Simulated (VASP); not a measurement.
# Al2Pt in VASP: notebook

Runs on Al2Pt. Level: PBE. Tasks: single point.

All numbers are computed with VASP 6.6.1; they aren't measurements. Logs are shortened: lines on timing, memory, paths and dates and some standing lists are left out, and cuts for length are marked.

### 1 The cell of the first run

The cell holds a slab with vacuum, 9 atoms: a = 4.205 Å, b = 4.205 Å, c = 23.583 Å, α = 90.00°, β = 90.00°, γ = 120.00°.

### 2 Single point, PBE

File INCAR:

```
ALGO = Normal
DIPOL = 0.5 0.5 0.500
EDIFF = 1E-6
ENCUT = 520
GGA = PE
IDIPOL = 3
ISIF = 2
ISMEAR = 0
LASPH = True
LCHARG = False
LDIPOL = True
LREAL = False
LWAVE = False
NBANDS = 34
NELM = 60
PREC = Accurate
SIGMA = 0.1
```

File KPOINTS:

```
k-points
0
Gamma
  1 1 1
```

File POSCAR:

```
Al2Pt
1.0
    4.2047455503      0.0000000000      0.0000000000
   -2.1023727751      3.6414164630      0.0000000000
    0.0000000000      0.0000000000     23.5829009136
Al Pt
6 3
Direct
    0.0000000000      0.0000000000      0.3180270327
    0.3333333333      0.6666666667      0.3908162196
    0.6666666667      0.3333333333      0.4636054065
    0.0000000000      0.0000000000      0.5363945935
    0.3333333333      0.6666666667      0.6091837804
    0.6666666667      0.3333333333      0.6819729673
    0.6666666667      0.3333333333      0.3544216262
    0.3333333333      0.6666666667      0.5000000000
    0.0000000000      0.0000000000      0.6455783738
```

Potentials or basis: VASP PAW PBE potentials, release 64 (Al, Pt).

Launch:

```
$ cat potpaw_PBE.64/Al/POTCAR potpaw_PBE.64/Pt/POTCAR > POTCAR
$ mpirun -np 1 vasp_gam > vasp.out
```

OUTCAR:

```text
EDIFF = 1E-6
   ENCUT = 520
   GGA = PE
   ISIF = 2
   ISMEAR = 0
   LASPH = True
   LREAL = False
   NELM = 60
   PREC = Accurate

 ion  position               nearest neighbor table
   1  0.000  0.000  0.318-   7 2.57   7 2.57   7 2.57   2 2.97   2 2.97   2 2.97
   2  0.333  0.667  0.391-   7 2.57   7 2.57   7 2.57   8 2.57   1 2.97   3 2.97   3 2.97   1 2.97
                             1 2.97   3 2.97
   3  0.667  0.333  0.464-   7 2.57   8 2.57   8 2.57   8 2.57   2 2.97   2 2.97   2 2.97   4 2.97
                             4 2.97   4 2.97
   4  0.000  0.000  0.536-   9 2.57   8 2.57   8 2.57   8 2.57   5 2.97   5 2.97   5 2.97   3 2.97
                             3 2.97   3 2.97
   5  0.333  0.667  0.609-   9 2.57   9 2.57   9 2.57   8 2.57   4 2.97   6 2.97   6 2.97   4 2.97
                             4 2.97   6 2.97
   6  0.667  0.333  0.682-   9 2.57   9 2.57   9 2.57   5 2.97   5 2.97   5 2.97
   7  0.667  0.333  0.354-   3 2.57   2 2.57   2 2.57   2 2.57   1 2.57   1 2.57   1 2.57
   8  0.333  0.667  0.500-   4 2.57   3 2.57   3 2.57   4 2.57   2 2.57   5 2.57   4 2.57   3 2.57

   9  0.000  0.000  0.646-   4 2.57   5 2.57   5 2.57   5 2.57   6 2.57   6 2.57   6 2.57

  LATTYP: Found a hexagonal cell.
 ALAT       =     4.2047455503
 C/A-ratio  =     5.6086392462

  Lattice vectors:

 A1 = (   4.2047455503,   0.0000000000,   0.0000000000)
 A2 = (  -2.1023727751,   3.6414164630,   0.0000000000)
 A3 = (   0.0000000000,   0.0000000000,  23.5829009136)

Analysis of symmetry for initial positions (statically):
=====================================================================
 Subroutine PRICEL returns:
 Original cell was already a primitive cell.

 Routine SETGRP: Setting up the symmetry group for a
 hexagonal supercell.

 Subroutine GETGRP returns: Found 12 space group operations
 (whereof  6 operations were pure point group operations)
 out of a pool of 24 trial point group operations.

The static configuration has the point symmetry C_3v.
 The point group associated with its full space group is D_3d.

Analysis of symmetry for dynamics (positions and initial velocities):
=====================================================================
 Subroutine PRICEL returns:
 Original cell was already a primitive cell.

 Routine SETGRP: Setting up the symmetry group for a
 hexagonal supercell.

 Subroutine GETGRP returns: Found 12 space group operations
 (whereof  6 operations were pure point group operations)
 out of a pool of 24 trial point group operations.

The dynamic configuration has the point symmetry C_3v.
 The point group associated with its full space group is D_3d.

 Subroutine INISYM returns: Found 12 space group operations
 (whereof  6 operations are pure point group operations),
 and found     1 'primitive' translations

----------------------------------------------------------------------------------------

                                     Primitive cell

  volume of cell :     361.0832

  direct lattice vectors                    reciprocal lattice vectors
     4.204745550  0.000000000  0.000000000     0.237826520  0.137309205  0.000000000
    -2.102372775  3.641416463  0.000000000     0.000000000  0.274618410  0.000000000
     0.000000000  0.000000000 23.582900914     0.000000000  0.000000000  0.042403604

  length of vectors
     4.204745550  4.204745550 23.582900914     0.274618410  0.274618410  0.042403604

  position of ions in fractional coordinates (direct lattice)
     0.000000000  0.000000000  0.318027033
     0.333333333  0.666666667  0.390816220
     0.666666667  0.333333333  0.463605407
     0.000000000  0.000000000  0.536394593
     0.333333333  0.666666667  0.609183780
     0.666666667  0.333333333  0.681972967
     0.666666667  0.333333333  0.354421626
     0.333333333  0.666666667  0.500000000
     0.000000000  0.000000000  0.645578374

  ion indices of the primitive-cell ions
   primitive index   ion index
                 1           1
                 2           2
                 3           3
                 4           4
                 5           5
                 6           6
                 7           7
                 8           8
                 9           9

----------------------------------------------------------------------------------------

 KPOINTS: k-points

Automatic generation of k-mesh.
 Grid dimensions read from file:
 generate k-points for:    1    1    1

 Generating k-lattice:

  Cartesian coordinates                     Fractional coordinates (reciprocal lattice)
     0.237826520  0.137309205  0.000000000     1.000000000 -0.000000000  0.000000000
     0.000000000  0.274618410  0.000000000     0.000000000  1.000000000  0.000000000
     0.000000000  0.000000000  0.042403604     0.000000000  0.000000000  1.000000000

  Length of vectors
     0.274618410  0.274618410  0.042403604

  Shift w.r.t. Gamma in fractional coordinates (k-lattice)
     0.000000000  0.000000000  0.000000000

 Subroutine IBZKPT returns following result:
 ===========================================

 Found      1 irreducible k-points:

 Following reciprocal coordinates:
            Coordinates               Weight
  0.000000  0.000000  0.000000      1.000000
   k-points           NKPTS =      1   k-points in BZ     NKDIM =      1   number of bands    NBANDS=     34
   number of dos      NEDOS =    301   number of ions     NIONS =      9
   total plane-waves  NPLWV = 184320
   dimension x,y,z NGX =    32 NGY =   32 NGZ =  180
   dimension x,y,z NGXF=    64 NGYF=   64 NGZF=  360
   ions per type =               6   3
   NGX,Y,Z   is equivalent  to a cutoff of  12.65, 12.65, 12.69 a.u.
   NGXF,Y,Z  is equivalent  to a cutoff of  25.30, 25.30, 25.38 a.u.
 SYSTEM =  unknown system
   PREC   = accura    normal or accurate (medium, high low for compatibility)
   ISTART =      0    job   : 0-new  1-cont  2-samecut
   ICHARG =      2    charge: 1-file 2-atom 10-const
   ISPIN  =      1    spin polarized calculation?
   LNONCOLLINEAR =      F non collinear calculations
   LSORBIT =      F    spin-orbit coupling
   LASPH  =      T    aspherical Exc in radial PAW
   ENCUT  =  520.0 eV  38.22 Ry    6.18 a.u.   7.82  7.82 43.85*2*pi/ulx,y,z
   NELM   =     60;   NELMIN=  2; NELMDL= -5     # of ELM steps
   EDIFF  = 0.1E-05   stopping-criterion for ELM
   LREAL  =      F    real-space projection
   EDIFFG = 0.1E-04   stopping-criterion for IOM
   NSW    =      0    number of steps for IOM
   IBRION =     -1    ionic relax: 0-MD 1-quasi-New 2-CG
   NFREE  =      0    steps in history (QN), initial steepest desc. (CG)
   ISIF   =      2    stress and relaxation
   ISYM   =      2    0-nonsym 1-usesym 2-fastsym
   POTIM  = 0.5000    time-step for ionic-motion
   TEBEG  =    0.0;   TEEND  =   0.0 temperature during run
   PSTRESS=    0.0 pullay stress
   NELECT =      48.0000    total number of electrons
   NUPDOWN=      -1.0000    fix difference up-down
   EMIN   =  10.00;   EMAX   =-10.00  energy-range for DOS
   EFERMI =   0.00;   METHOD = LEGACY
   ISMEAR =     0;   SIGMA  =   0.10  broadening in eV -4-tet -1-fermi 0-gaus
   EFERMI_NEDOS =   21; number of points for ismear=-14 and -15
   IALGO  =     38    algorithm
   IMIX   =      4    mixing-type and parameters
     AMIX     =   0.40;   BMIX     =  1.00
     AMIX_MAG =   1.60;   BMIX_MAG =  1.00
  volume/ion in A,a.u.               =      40.12       270.75
  Fermi-wavevector in a.u.,A,eV,Ry     =   0.835512  1.578889  9.497964  0.698081
  Thomas-Fermi vector in A             =   1.949083
   LORBIT       =      0    0 simple, 1 ext, 2 COOP (PROOUT), +10 PAW based schemes
   GGA     = PE    functional components
   LHFCALC =     F    Hartree Fock is set to
   AEXX    =    0.0000 exact exchange contribution
   IVDW    =     0    specifies the selected vdW correction
   LEPSILON=     F    determine dielectric tensor
   LRPA    =     F    only Hartree local field effects (RPA)
 non-spin polarized calculation
 Gauss-broadening in eV      SIGMA  =   0.10
  energy-cutoff  :      520.00
  volume of cell :      361.08
 maximum number of plane-waves:      4865
 NGX is ok and might be reduce to    30
   NGX = 15   NGY = 15   NGZ = 87

 dipolmoment           0.000000      0.000000     -0.000000 electrons x Angstroem

 number of electron      47.9999999 magnetization

 dipolmoment           0.000000      0.000000      0.000001 electrons x Angstroem

 Free energy of the ion-electron system (eV)
  ---------------------------------------------------
  ext. energy  EPLUGINS =         0.00000000
  ---------------------------------------------------
  free energy    TOTEN  =       -30.56204622 eV

  energy without entropy =      -30.44920831  energy(sigma->0) =      -30.50562727

 E-fermi :   2.5575     XC(G=0):  -5.4719

 val. band max:        2.5574583740   @ k =   0.0000   0.0000   0.0000
 cond. band min:       2.5574584265   @ k =   0.0000   0.0000   0.0000
 fundamental gap:      0.0000000525
 Fermi energy:         2.5574584003

 k-point     1 :       0.0000    0.0000    0.0000
  band No.  band energies     occupation
      1      -9.9072      2.00000
      2      -9.2427      2.00000
      3      -8.4905      2.00000
      4      -5.3025      2.00000
      5      -5.1406      2.00000
      6      -5.1406      2.00000
      7      -5.0714      2.00000
      8      -5.0714      2.00000
      9      -5.0470      2.00000
     10      -5.0470      2.00000
     11      -4.9863      2.00000
     12      -3.6086      2.00000
     13      -3.6086      2.00000
     14      -3.2985      2.00000
     15      -3.2985      2.00000
     16      -3.1923      2.00000
     17      -3.1923      2.00000
     18      -3.1503      2.00000
     19      -2.8593      2.00000
     20      -1.5007      2.00000
     21       0.7845      2.00000
     22       1.5844      2.00000
     23       1.5844      2.00000
     24       2.5575      1.00000
     25       2.5575      1.00000
     26       3.1977      0.00000
     27       3.3505      0.00000
     28       3.3730      0.00000
     29       3.3730      0.00000
     30       3.4251      0.00000
     31       3.6631      0.00000
     32       4.9103      0.00000
     33       4.9375      0.00000
     34       4.9394      0.00000

------------------------ aborting loop because EDIFF is reached ----------------------------------------

 vacuum level on the upper side and lower side of the slab       (xc-potential included)        -0.207        -0.205

  FORCE on cell =-STRESS in cart. coord.  units (eV):
  Direction    XX          YY          ZZ          XY          YZ          ZX
  --------------------------------------------------------------------------------------
  -------------------------------------------------------------------------------------
  Total       -4.3382824     -4.3382824     11.0135765     -0.0000000      0.0000000      0.0000000
  in kB      -19.2495733    -19.2495733     48.8687982     -0.0000000      0.0000000      0.0000000
  external PRESSURE =       3.4565505 kB  Pullay stress =       0.0000000 kB

 VOLUME and BASIS-vectors are now :
 -----------------------------------------------------------------------------
  energy-cutoff  :      520.00
  volume of cell :      361.08
      direct lattice vectors                 reciprocal lattice vectors
     4.204745550  0.000000000  0.000000000     0.237826520  0.137309205  0.000000000
    -2.102372775  3.641416463  0.000000000     0.000000000  0.274618410  0.000000000
     0.000000000  0.000000000 23.582900914     0.000000000  0.000000000  0.042403604

 POSITION                                       TOTAL-FORCE (eV/Angst)
 -----------------------------------------------------------------------------------
      0.00000      0.00000      7.50000        -0.000000      0.000000     -2.774763
     -0.00000      2.42761      9.21658        -0.000000      0.000000      3.913238
      2.10237      1.21381     10.93316         0.000000     -0.000000     -3.497791
      0.00000      0.00000     12.64974        -0.000000      0.000000      3.497791
     -0.00000      2.42761     14.36632         0.000000     -0.000000     -3.913238
      2.10237      1.21381     16.08290         0.000000     -0.000000      2.774763
      2.10237      1.21381      8.35829         0.000000     -0.000000     -0.201732
     -0.00000      2.42761     11.79145        -0.000000      0.000000      0.000000
      0.00000      0.00000     15.22461        -0.000000      0.000000      0.201732
 -----------------------------------------------------------------------------------
    total drift:                               -0.000000      0.000000      0.000034

  FREE ENERGIE OF THE ION-ELECTRON SYSTEM (eV)
  ---------------------------------------------------
  free  energy   TOTEN  =       -30.5620462248 eV

  energy  without entropy=      -30.4492083081  energy(sigma->0) =      -30.50562727

 vacuum level on the upper side and lower side of the slab         6.033         6.033
```

Run time: 18 s. Hardware: 1 thread of Intel Xeon 6975P-C (Granite Rapids), shared host; peak memory 0.41 GiB.

Results:

| Item | Value |
| --- | --- |
| Free energy | -30.5620 eV |
| Largest force | 3.913 eV/Å |
| Band gap on the k mesh | zero (filled and empty bands touch) |

Forces on the atoms (eV/Å):
```
Al   0.000  0.000 -2.775
Al   0.000  0.000  3.913
Al   0.000  0.000 -3.498
Al   0.000  0.000  3.498
Al   0.000  0.000 -3.913
Al   0.000  0.000  2.775
Pt   0.000  0.000 -0.202
Pt   0.000  0.000  0.000
Pt   0.000  0.000  0.202
```

Caveat: the k points lie up to 1.73 Å⁻¹ apart; spin-orbit coupling is left out, which moves the levels of the heavy elements.

### 3 Single point, PBE

File INCAR:

```
PREC = Accurate
ENCUT = 520
EDIFF = 1E-6
ISMEAR = 0
SIGMA = 0.1
LREAL = False
LASPH = True
NELM = 60
ALGO = Normal
ISIF = 2
LWAVE = False
LCHARG = True
LDIPOL = True
IDIPOL = 3
DIPOL = 0.5 0.5 0.500
GGA = PE
LELF = True
LVHAR = True
LVACPOTAV = True
NBANDS = 34
```

File KPOINTS:

```
regular mesh
0
Gamma
  9 9 1
```

POSCAR is that of step 2.

Potentials or basis: VASP PAW PBE potentials, release 64 (Al, Pt).

Launch:

```
$ cat potpaw_PBE.64/Al/POTCAR potpaw_PBE.64/Pt/POTCAR > POTCAR
$ mpirun -np 1 vasp_std > vasp.out
```

OUTCAR:

```text
PREC = Accurate
   ENCUT = 520
   EDIFF = 1E-6
   ISMEAR = 0
   LREAL = False
   LASPH = True
   NELM = 60
   ISIF = 2
   GGA = PE

 ion  position               nearest neighbor table
   1  0.000  0.000  0.318-   7 2.57   7 2.57   7 2.57   2 2.97   2 2.97   2 2.97
   2  0.333  0.667  0.391-   7 2.57   7 2.57   7 2.57   8 2.57   1 2.97   3 2.97   3 2.97   1 2.97
                             1 2.97   3 2.97
   3  0.667  0.333  0.464-   7 2.57   8 2.57   8 2.57   8 2.57   2 2.97   2 2.97   2 2.97   4 2.97
                             4 2.97   4 2.97
   4  0.000  0.000  0.536-   9 2.57   8 2.57   8 2.57   8 2.57   5 2.97   5 2.97   5 2.97   3 2.97
                             3 2.97   3 2.97
   5  0.333  0.667  0.609-   9 2.57   9 2.57   9 2.57   8 2.57   4 2.97   6 2.97   6 2.97   4 2.97
                             4 2.97   6 2.97
   6  0.667  0.333  0.682-   9 2.57   9 2.57   9 2.57   5 2.97   5 2.97   5 2.97
[... 660 lines left out ...]
  energy-cutoff  :      520.00
  volume of cell :      361.08
      direct lattice vectors                 reciprocal lattice vectors
     4.204745550  0.000000000  0.000000000     0.237826520  0.137309205  0.000000000
    -2.102372775  3.641416463  0.000000000     0.000000000  0.274618410  0.000000000
     0.000000000  0.000000000 23.582900914     0.000000000  0.000000000  0.042403604

 POSITION                                       TOTAL-FORCE (eV/Angst)
 -----------------------------------------------------------------------------------
      0.00000      0.00000      7.50000         0.000000     -0.000000      0.742854
     -0.00000      2.42761      9.21658         0.000000      0.000000     -0.202233
      2.10237      1.21381     10.93316        -0.000000     -0.000000     -0.154902
      0.00000      0.00000     12.64974         0.000000     -0.000000      0.154902
     -0.00000      2.42761     14.36632        -0.000000     -0.000000      0.202233
      2.10237      1.21381     16.08290        -0.000000     -0.000000     -0.742854
      2.10237      1.21381      8.35829         0.000000      0.000000     -0.194133
     -0.00000      2.42761     11.79145        -0.000000     -0.000000     -0.000000
      0.00000      0.00000     15.22461        -0.000000     -0.000000      0.194133
 -----------------------------------------------------------------------------------
    total drift:                                0.000000     -0.000000      0.000043

  FREE ENERGIE OF THE ION-ELECTRON SYSTEM (eV)
  ---------------------------------------------------
  free  energy   TOTEN  =       -46.4310843239 eV

  energy  without entropy=      -46.4205570752  energy(sigma->0) =      -46.42582070

 vacuum level on the upper side and lower side of the slab         5.172         5.172
```

OSZICAR:

```text
N       E                     dE             d eps       ncg     rms          rms(c)
DAV:   1     0.240708945484E+03    0.24071E+03   -0.17336E+04   816   0.110E+03
DAV:   2    -0.275621324572E+02   -0.26827E+03   -0.24306E+03  1046   0.197E+02
DAV:   3    -0.480641307145E+02   -0.20502E+02   -0.19766E+02  1048   0.522E+01
[... 15 lines left out ...]
DAV:  19    -0.464309971015E+02   -0.66395E-04   -0.29553E-06   744   0.561E-03    0.149E-03
DAV:  20    -0.464310634405E+02   -0.66339E-04   -0.64087E-06   766   0.516E-03    0.974E-04
DAV:  21    -0.464310803488E+02   -0.16908E-04   -0.15866E-06   720   0.284E-03    0.201E-04
DAV:  22    -0.464310835673E+02   -0.32185E-05   -0.17876E-07   698   0.992E-04    0.181E-04
DAV:  23    -0.464310843239E+02   -0.75659E-06   -0.50598E-08   644   0.630E-04
   1 F= -.46431084E+02 E0= -.46425821E+02  d E =-.105272E-01
```

stdout:

```text
POSCAR found type information on POSCAR AlPt
 POSCAR found :  2 types and       9 ions
 scaLAPACK will be used
 LDA part: xc-table for (Slater+PW92), standard interpolation
 POSCAR, INCAR and KPOINTS ok, starting setup
 FFT: planning ... GRIDC
 FFT: planning ... GRID_SOFT
 FFT: planning ... GRID
 WAVECAR not read
 entering main loop
 -----------------------------------------------------------------------------
|                                                                             |
|           W    W    AA    RRRRR   N    N  II  N    N   GGGG   !!!           |
|           W    W   A  A   R    R  NN   N  II  NN   N  G    G  !!!           |
|           W    W  A    A  R    R  N N  N  II  N N  N  G       !!!           |
|           W WW W  AAAAAA  RRRRR   N  N N  II  N  N N  G  GGG   !            |
|           WW  WW  A    A  R   R   N   NN  II  N   NN  G    G                |
|           W    W  A    A  R    R  N    N  II  N    N   GGGG   !!!           |
|                                                                             |
|     Did not find any points to average over, which means that no vacuum     |
|     field-free region was found. Please increase the size of  your cell     |
|     in the dimension of the dipole correction to obtain accurate            |
|     workfunction values.                                                    |
|                                                                             |
 -----------------------------------------------------------------------------
```

It took 2.1 min on 1 thread of Intel Xeon 6975P-C (Granite Rapids), shared host; peak memory 0.5 GiB.

Results:

```yaml
Free_energy: -46.4311 eV
Largest_force: 0.743 eV/Å
Band_gap_on_the_k_mesh: zero (band 24 reaches 3.78 eV, above the bottom of band 25 at 0.58 eV)
```

Forces in eV/Å, atoms in the order of the input:
```
Al   0.000  0.000  0.743
Al   0.000  0.000 -0.202
Al   0.000  0.000 -0.155
Al   0.000  0.000  0.155
Al   0.000  0.000  0.202
Al   0.000  0.000 -0.743
Pt   0.000  0.000 -0.194
Pt   0.000  0.000  0.000
Pt   0.000  0.000  0.194
```

Caveat: spin-orbit coupling is left out, which moves the levels of the heavy elements.
